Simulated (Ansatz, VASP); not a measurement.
**One calculation of K2CaTiC6N6, two programs**

The input INCAR:

```
SYSTEM = K2CaTiC6N6
PREC     = Accurate       ! precision mode
ENCUT    = 520            ! plane-wave cutoff, eV
EDIFF    = 1E-6           ! SCF threshold, eV
ISMEAR   = 0              ! smearing method
SIGMA    = 0.1            ! smearing width, eV
LREAL    = Auto         
LASPH    = .TRUE.         ! aspherical terms in the spheres
NELM     = 150            ! most SCF steps
ALGO     = Normal         ! electronic algorithm
ISIF     = 2              ! what is computed and relaxed
LWAVE    = .FALSE.        ! write WAVECAR
LCHARG   = .TRUE.         ! write CHGCAR
ISPIN    = 2              ! spin polarisation
MAGMOM   = 0 0 0 1 0 0 0 0 0 0 0 0 0 0 0 0 ! initial moments
LORBIT   = 11             ! projections on sites
LMAXMIX  = 4              ! l up to which the mixer works
GGA      = PE             ! functional
LELF     = .TRUE.         ! ELF
LVHAR    = .TRUE.       
NBANDS   = 65             ! bands
```

KPOINTS

```
Automatic mesh
0
G
  4 4 4
  0 0 0
```

Contents of POSCAR:

```
K2CaTiC6N6
1.0
    0.0000000000      5.3060000000      5.3060000000
    5.3060000000      0.0000000000      5.3060000000
    5.3060000000      5.3060000000      0.0000000000
K Ca Ti C N
2 1 1 6 6
Direct
    0.2500000000      0.2500000000      0.2500000000
    0.7500000000      0.7500000000      0.7500000000
    0.0000000000      0.0000000000      0.0000000000
    0.5000000000      0.5000000000      0.5000000000
    0.8015454200      0.1984545800      0.1984545800
    0.1984545800      0.8015454200      0.1984545800
    0.1984545800      0.1984545800      0.8015454200
    0.1984545800      0.8015454200      0.8015454200
    0.8015454200      0.1984545800      0.8015454200
    0.8015454200      0.8015454200      0.1984545800
    0.6912928800      0.3087071200      0.3087071200
    0.3087071200      0.6912928800      0.3087071200
    0.3087071200      0.3087071200      0.6912928800
    0.3087071200      0.6912928800      0.6912928800
    0.6912928800      0.3087071200      0.6912928800
    0.6912928800      0.6912928800      0.3087071200
```

Input for Ansatz:

```yaml
crystal:
  lattice:
    - [0.0, 5.306, 5.306]
    - [5.306, 0.0, 5.306]
    - [5.306, 5.306, 0.0]
  atoms:
    - { symbol: K, position: [0.25, 0.25, 0.25] }
    - { symbol: K, position: [0.75, 0.75, 0.75] }
    - { symbol: Ca, position: [0.0, 0.0, 0.0] }
    - { symbol: Ti, position: [0.5, 0.5, 0.5], spin: 1.0 }
    - { symbol: C, position: [0.80154542, 0.19845458, 0.19845458] }
    - { symbol: C, position: [0.19845458, 0.80154542, 0.19845458] }
    - { symbol: C, position: [0.19845458, 0.19845458, 0.80154542] }
    - { symbol: C, position: [0.19845458, 0.80154542, 0.80154542] }
    - { symbol: C, position: [0.80154542, 0.19845458, 0.80154542] }
    - { symbol: C, position: [0.80154542, 0.80154542, 0.19845458] }
    - { symbol: "N", position: [0.69129288, 0.30870712, 0.30870712] }
    - { symbol: "N", position: [0.30870712, 0.69129288, 0.30870712] }
    - { symbol: "N", position: [0.30870712, 0.30870712, 0.69129288] }
    - { symbol: "N", position: [0.30870712, 0.69129288, 0.69129288] }
    - { symbol: "N", position: [0.69129288, 0.30870712, 0.69129288] }
    - { symbol: "N", position: [0.69129288, 0.69129288, 0.30870712] }
basis:
  ecutwfc: 420
kpoints:
  mp_grid: { grid: [4, 4, 4] }
hamiltonian:
  xc: pbe
scf:
  occupations: { method: gaussian, width: 0.1 }
  lower_state_search: "off"
output:
  forces: true
  stress: true
  eigenvalues: true
  populations: true
magnetization:
  spin_polarized: true
```

Alike in both runs: task single point; functional PBE; k mesh 4 × 4 × 4; occupations gaussian, width 0.1 eV; collinear spin.

|  | VASP | Ansatz |
| --- | --- | --- |
| version | VASP 6.6.1 | Ansatz 0.2.0 |
| potentials or method | VASP PAW PBE potentials, release 64 (K_sv, Ca_sv, Ti_sv, C, N), cutoff 520 eV | scalar-relativistic, plane waves, PAW |
| valence electrons in the cell | 94 | 94 |

```tsv
	VASP	Ansatz	Ansatz less VASP
gap on the k mesh at the Fermi level (eV)	none	none	-
pressure (GPa)	13.5	13.3	-0.21
rms of the force components (eV/Å)	0.966	1.028	+0.0621
net moment per atom (μB)	0.00	0.09	+0.087
size of the moment on the site where the two differ most (μB)	0.00	0.54	+0.539
```

Site moments also hang on the region over which each program counts them. Atom by atom the forces differ by 0.283 eV/Å (rms over components). A gap of «none» marks a metal or a gap that the smearing closes.

Noted on VASP's run: the standard files for N, O and F lose accuracy on very short bonds.
